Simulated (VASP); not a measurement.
# CdGeAs2 (I-42d) in VASP: single point with PBEsol

Aim: the single point of CdGeAs2 with PBEsol.

All numbers are computed with VASP 6.6.1; they aren't measurements. Logs are shortened: lines on timing, memory, paths and dates and some standing lists are left out, and cuts for length are marked.

**1. The cell of the first run**

It takes space group I-42d (No. 122, tetragonal). Conventional cell: a = 5.969 Å, b = 5.969 Å, c = 11.362 Å, α = 90.00°, β = 90.00°, γ = 90.00°. Cd (site symmetry -4) has 4 As at 2.64 Å within 3.5 Å. Within 3.2 Å of Ge (site symmetry -4) lie 4 As at 2.46 Å. As (site symmetry 2) has 2 Ge at 2.46 Å and 2 Cd at 2.64 Å within 3.2 Å.

**2. Single point, PBEsol**

File INCAR:

```
SYSTEM = CdGeAs2
PREC     = Accurate       ! precision mode
ENCUT    = 520            ! plane-wave cutoff, eV
EDIFF    = 1E-6           ! SCF threshold, eV
ISMEAR   = 0              ! smearing method
SIGMA    = 0.01           ! smearing width, eV
LREAL    = .False.        ! projectors in reciprocal space
LASPH    = .True.         ! aspherical terms in the spheres
NELM     = 60             ! most SCF steps
ALGO     = Normal         ! electronic algorithm
ISIF     = 2              ! what is computed and relaxed
LWAVE    = .False.        ! write WAVECAR
LCHARG   = .False.        ! write CHGCAR
GGA      = PS             ! functional
NBANDS   = 46             ! bands
```

File KPOINTS:

```
Automatic mesh
0
Gamma
  6 6 6
  0 0 0
```

File POSCAR:

```
CdGeAs2
1.0
   -2.9844400418      2.9844400418      5.6811441039
    2.9844400418     -2.9844400418      5.6811441039
    2.9844400418      2.9844400418     -5.6811441039
Cd Ge As
2 2 4
Direct
    0.2500000000      0.7500000000      0.5000000000
    0.5000000000      0.5000000000      0.0000000000
    0.0000000000      0.0000000000      0.0000000000
    0.7500000000      0.2500000000      0.5000000000
    0.8750000000      0.3495778482      0.9745778482
    0.6504221518      0.6250000000      0.5254221518
    0.3750000000      0.9004221518      0.0254221518
    0.0995778482      0.1250000000      0.4745778482
```

Potentials or basis: VASP PAW PBE potentials, release 64 (Cd, Ge_d, As).

Launch:

```console
$ cat potpaw_PBE.64/Cd/POTCAR potpaw_PBE.64/Ge_d/POTCAR potpaw_PBE.64/As/POTCAR > POTCAR
$ mpirun -np 1 vasp_std > vasp.out
```

OUTCAR:

```text
SYSTEM = CdGeAs2
   PREC = Accurate
   ENCUT = 520
   EDIFF = 1E-6
   ISMEAR = 0
   LREAL = .False.
   LASPH = .True.
   NELM = 60
   ISIF = 2
   GGA = PS

 ion  position               nearest neighbor table
   1  0.250  0.750  0.500-   7 2.64   5 2.64   8 2.64   6 2.64
   2  0.500  0.500  0.000-   6 2.64   8 2.64   7 2.64   5 2.64
   3  0.000  0.000  0.000-   8 2.46   7 2.46   5 2.46   6 2.46
   4  0.750  0.250  0.500-   5 2.46   6 2.46   8 2.46   7 2.46
   5  0.875  0.350  0.975-   4 2.46   3 2.46   1 2.64   2 2.64
   6  0.650  0.625  0.525-   4 2.46   3 2.46   2 2.64   1 2.64
   7  0.375  0.900  0.025-   3 2.46   4 2.46   1 2.64   2 2.64
   8  0.100  0.125  0.475-   3 2.46   4 2.46   2 2.64   1 2.64

  LATTYP: Found a body centered tetragonal cell.
 ALAT       =     5.9688800836
 C/A-ratio  =     1.9035879509

  Lattice vectors:

 A1 = (  -2.9844400418,   2.9844400418,   5.6811441039)
 A2 = (   2.9844400418,  -2.9844400418,   5.6811441039)
 A3 = (   2.9844400418,   2.9844400418,  -5.6811441039)

Analysis of symmetry for initial positions (statically):
=====================================================================
 Subroutine PRICEL returns:
 Original cell was already a primitive cell.

 Routine SETGRP: Setting up the symmetry group for a
 body centered tetragonal supercell.

 Subroutine GETGRP returns: Found  8 space group operations
 (whereof  4 operations were pure point group operations)
 out of a pool of 16 trial point group operations.

The static configuration has the point symmetry S_4 .
 The point group associated with its full space group is D_2d.

Analysis of symmetry for dynamics (positions and initial velocities):
=====================================================================
 Subroutine PRICEL returns:
 Original cell was already a primitive cell.

 Routine SETGRP: Setting up the symmetry group for a
 body centered tetragonal supercell.

 Subroutine GETGRP returns: Found  8 space group operations
 (whereof  4 operations were pure point group operations)
 out of a pool of 16 trial point group operations.

The dynamic configuration has the point symmetry S_4 .
 The point group associated with its full space group is D_2d.

 Subroutine INISYM returns: Found  8 space group operations
 (whereof  4 operations are pure point group operations),
 and found     1 'primitive' translations

----------------------------------------------------------------------------------------

                                     Primitive cell

  volume of cell :     202.4051

  direct lattice vectors                    reciprocal lattice vectors
    -2.984440042  2.984440042  5.681144104     0.000000000  0.167535616  0.088010441
     2.984440042 -2.984440042  5.681144104     0.167535616  0.000000000  0.088010441
     2.984440042  2.984440042 -5.681144104     0.167535616  0.167535616  0.000000000

  length of vectors
     7.077369784  7.077369784  7.077369784     0.189245926  0.189245926  0.236931140

  position of ions in fractional coordinates (direct lattice)
     0.250000000  0.750000000  0.500000000
     0.500000000  0.500000000  0.000000000
     0.000000000  0.000000000  0.000000000
     0.750000000  0.250000000  0.500000000
     0.875000000  0.349577848  0.974577848
     0.650422152  0.625000000  0.525422152
     0.375000000  0.900422152  0.025422152
     0.099577848  0.125000000  0.474577848

  ion indices of the primitive-cell ions
   primitive index   ion index
                 1           1
                 2           2
                 3           3
                 4           4
                 5           5
                 6           6
                 7           7
                 8           8

----------------------------------------------------------------------------------------

 KPOINTS: Automatic mesh

Automatic generation of k-mesh.
 Grid dimensions read from file:
 generate k-points for:    6    6    6

 Generating k-lattice:

  Cartesian coordinates                     Fractional coordinates (reciprocal lattice)
     0.000000000  0.027922603  0.014668407     0.166666667  0.000000000  0.000000000
     0.027922603  0.000000000  0.014668407     0.000000000  0.166666667  0.000000000
     0.027922603  0.027922603  0.000000000     0.000000000  0.000000000  0.166666667

  Length of vectors
     0.031540988  0.031540988  0.039488523

  Shift w.r.t. Gamma in fractional coordinates (k-lattice)
     0.000000000  0.000000000  0.000000000

 Subroutine IBZKPT returns following result:
 ===========================================

 Found     30 irreducible k-points:

 Following reciprocal coordinates:
            Coordinates               Weight
  0.000000  0.000000  0.000000      1.000000
  0.166667  0.000000 -0.000000      8.000000
  0.333333  0.000000 -0.000000      8.000000
  0.500000  0.000000  0.000000      4.000000
  0.166667  0.166667 -0.000000      8.000000
  0.333333  0.166667  0.000000     16.000000
[... 16 lines left out ...]
 -0.333333 -0.333333  0.166667      8.000000
 -0.166667 -0.333333  0.166667      8.000000
 [... further k-points ...]
   k-points           NKPTS =     30   k-points in BZ     NKDIM =     30   number of bands    NBANDS=     46
   number of dos      NEDOS =    301   number of ions     NIONS =      8
   total plane-waves  NPLWV = 157464
   dimension x,y,z NGX =    54 NGY =   54 NGZ =   54
   dimension x,y,z NGXF=   108 NGYF=  108 NGZF=  108
   ions per type =               2   2   4
   NGX,Y,Z   is equivalent  to a cutoff of  12.68, 12.68, 12.68 a.u.
   NGXF,Y,Z  is equivalent  to a cutoff of  25.37, 25.37, 25.37 a.u.
 SYSTEM =  CdGeAs2
   PREC   = accura    normal or accurate (medium, high low for compatibility)
   ISTART =      0    job   : 0-new  1-cont  2-samecut
   ICHARG =      2    charge: 1-file 2-atom 10-const
   ISPIN  =      1    spin polarized calculation?
   LNONCOLLINEAR =      F non collinear calculations
   LSORBIT =      F    spin-orbit coupling
   LASPH  =      T    aspherical Exc in radial PAW
   ENCUT  =  520.0 eV  38.22 Ry    6.18 a.u.  13.16 13.16 13.16*2*pi/ulx,y,z
   NELM   =     60;   NELMIN=  2; NELMDL= -5     # of ELM steps
   EDIFF  = 0.1E-05   stopping-criterion for ELM
   LREAL  =      F    real-space projection
[... 7 lines left out ...]
   TEBEG  =    0.0;   TEEND  =   0.0 temperature during run
   PSTRESS=    0.0 pullay stress
   NELECT =      72.0000    total number of electrons
   NUPDOWN=      -1.0000    fix difference up-down
   EMIN   =  10.00;   EMAX   =-10.00  energy-range for DOS
   EFERMI =   0.00;   METHOD = LEGACY
   ISMEAR =     0;   SIGMA  =   0.01  broadening in eV -4-tet -1-fermi 0-gaus
   EFERMI_NEDOS =   21; number of points for ismear=-14 and -15
   IALGO  =     38    algorithm
   IMIX   =      4    mixing-type and parameters
     AMIX     =   0.40;   BMIX     =  1.00
     AMIX_MAG =   1.60;   BMIX_MAG =  1.00
  volume/ion in A,a.u.               =      25.30       170.74
  Fermi-wavevector in a.u.,A,eV,Ry     =   1.159966  2.192017 18.306918  1.345520
  Thomas-Fermi vector in A             =   2.296553
   LORBIT       =      0    0 simple, 1 ext, 2 COOP (PROOUT), +10 PAW based schemes
   GGA     = PS    functional components
   LHFCALC =     F    Hartree Fock is set to
   AEXX    =    0.0000 exact exchange contribution
   IVDW    =     0    specifies the selected vdW correction
   LEPSILON=     F    determine dielectric tensor
   LRPA    =     F    only Hartree local field effects (RPA)
 non-spin polarized calculation
 Gauss-broadening in eV      SIGMA  =   0.01
  energy-cutoff  :      520.00
  volume of cell :      202.41
 maximum number of plane-waves:      5475
 NGX is ok and might be reduce to    54
   NGX = 27   NGY = 27   NGZ = 27

 number of electron      72.0000010 magnetization

 Free energy of the ion-electron system (eV)
  ---------------------------------------------------
  ext. energy  EPLUGINS =         0.00000000
  ---------------------------------------------------
  free energy    TOTEN  =       -33.12753004 eV

  energy without entropy =      -33.12753004  energy(sigma->0) =      -33.12753004

 E-fermi :   2.7947     XC(G=0):  -9.5061

 val. band max:        2.7222416239   @ k =   0.1667   0.0000  -0.0000
 cond. band min:       2.9185756785   @ k =   0.0000   0.0000   0.0000
 fundamental gap:      0.1963340546
 Fermi energy:         2.7947349003

 k-point     1 :       0.0000    0.0000    0.0000
  band No.  band energies     occupation
      1     -21.9819      2.00000
      2     -21.9818      2.00000
      3     -21.9818      2.00000
      4     -21.9780      2.00000
      5     -21.9752      2.00000
      6     -21.9752      2.00000
[... 38 lines left out ...]
     45       7.5987      0.00000
     46       7.5987      0.00000

 k-point     2 :       0.1667    0.0000   -0.0000
  band No.  band energies     occupation
      1     -21.9821      2.00000
      2     -21.9817      2.00000
      3     -21.9815      2.00000
      4     -21.9780      2.00000
      5     -21.9755      2.00000
      6     -21.9751      2.00000
[... 38 lines left out ...]
     45       7.4633      0.00000
     46       7.8086      0.00000

 k-point     3 :       0.3333    0.0000   -0.0000
  band No.  band energies     occupation
      1     -21.9822      2.00000
      2     -21.9816      2.00000
      3     -21.9809      2.00000
      4     -21.9780      2.00000
      5     -21.9765      2.00000
      6     -21.9749      2.00000
[... 1018 lines left out ...]
     45       7.5421      0.00000
     46       7.9318      0.00000

 k-point    24 :      -0.1667   -0.3333    0.1667
  band No.  band energies     occupation
      1     -21.9822      2.00000
      2     -21.9820      2.00000
      3     -21.9812      2.00000
      4     -21.9785      2.00000
      5     -21.9752      2.00000
      6     -21.9748      2.00000
[... 38 lines left out ...]
     45       7.1332      0.00000
     46       7.6376      0.00000

 [... further k-points ...]

------------------------ aborting loop because EDIFF is reached ----------------------------------------

  FORCE on cell =-STRESS in cart. coord.  units (eV):
  Direction    XX          YY          ZZ          XY          YZ          ZX
  --------------------------------------------------------------------------------------
  -------------------------------------------------------------------------------------
  Total       -0.6976757     -0.6976757     -0.6742024      0.0000000      0.0000000      0.0000000
  in kB       -5.5225881     -5.5225881     -5.3367809      0.0000000      0.0000000      0.0000000
  external PRESSURE =      -5.4606524 kB  Pullay stress =       0.0000000 kB

 VOLUME and BASIS-vectors are now :
 -----------------------------------------------------------------------------
  energy-cutoff  :      520.00
  volume of cell :      202.41
      direct lattice vectors                 reciprocal lattice vectors
    -2.984440042  2.984440042  5.681144104     0.000000000  0.167535616  0.088010441
     2.984440042 -2.984440042  5.681144104     0.167535616  0.000000000  0.088010441
     2.984440042  2.984440042 -5.681144104     0.167535616  0.167535616  0.000000000

 POSITION                                       TOTAL-FORCE (eV/Angst)
 -----------------------------------------------------------------------------------
      2.98444     -0.00000      2.84057        -0.000000     -0.000000     -0.000000
      0.00000      0.00000      5.68114        -0.000000      0.000000     -0.000000
      0.00000      0.00000      0.00000        -0.000000      0.000000     -0.000000
     -0.00000      2.98444      2.84057        -0.000000      0.000000      0.000000
      1.34048      4.47666      1.42029        -0.010121     -0.000000     -0.000000
      1.49222      1.64396      4.26086        -0.000000      0.010121     -0.000000
      1.64396     -1.49222      7.10143         0.010121      0.000000     -0.000000
      1.49222      1.34048     -1.42029        -0.000000     -0.010121     -0.000000
 -----------------------------------------------------------------------------------
    total drift:                               -0.000001     -0.000001      0.000001

  FREE ENERGIE OF THE ION-ELECTRON SYSTEM (eV)
  ---------------------------------------------------
  free  energy   TOTEN  =       -33.1275300443 eV

  energy  without entropy=      -33.1275300443  energy(sigma->0) =      -33.12753004
```

Run time: 6.8 min. Hardware: 1 thread of AMD EPYC 7R43 (Zen 3), shared host; peak memory 0.51 GiB.

Results:

| Item | Value |
| --- | --- |
| Free energy | -33.1275 eV |
| Pressure | -0.5 GPa |
| Largest force | 0.010 eV/Å |
| Band gap on the k mesh | 0.20 eV (least direct gap 0.21 eV) |

Forces on the atoms (eV/Å):
```
Cd   0.000  0.000  0.000
Cd   0.000  0.000  0.000
Ge   0.000  0.000  0.000
Ge   0.000  0.000  0.000
As  -0.010  0.000  0.000
As   0.000  0.010  0.000
As   0.010  0.000  0.000
As   0.000 -0.010  0.000
```

Levels at points of the mesh, in eV from the valence-band top:
| k point | band 32 | band 33 | band 34 | band 35 | band 36 | band 37 | band 38 | band 39 | band 40 | band 41 |
| --- | --- | --- | --- | --- | --- | --- | --- | --- | --- | --- |
| (0.00, 0.00, 0.00) | -2.06 | -2.06 | -0.18 | -0.01 | -0.01 | 0.20 | 1.36 | 1.77 | 2.95 | 2.95 |
| (0.50, 0.00, 0.00) | -2.50 | -2.03 | -1.44 | -1.18 | -0.58 | 1.85 | 2.08 | 2.69 | 3.45 | 3.89 |
| (0.50, 0.50, 0.00) | -1.68 | -0.98 | -0.98 | -0.48 | -0.48 | 0.70 | 0.70 | 2.52 | 2.52 | 3.87 |
| (0.50, 0.50, 0.50) | -2.20 | -1.73 | -1.73 | -0.91 | -0.91 | 1.41 | 1.41 | 1.64 | 1.64 | 2.69 |

Caveat: the PAW data sets were made with another functional, which shifts forces and pressure a little.
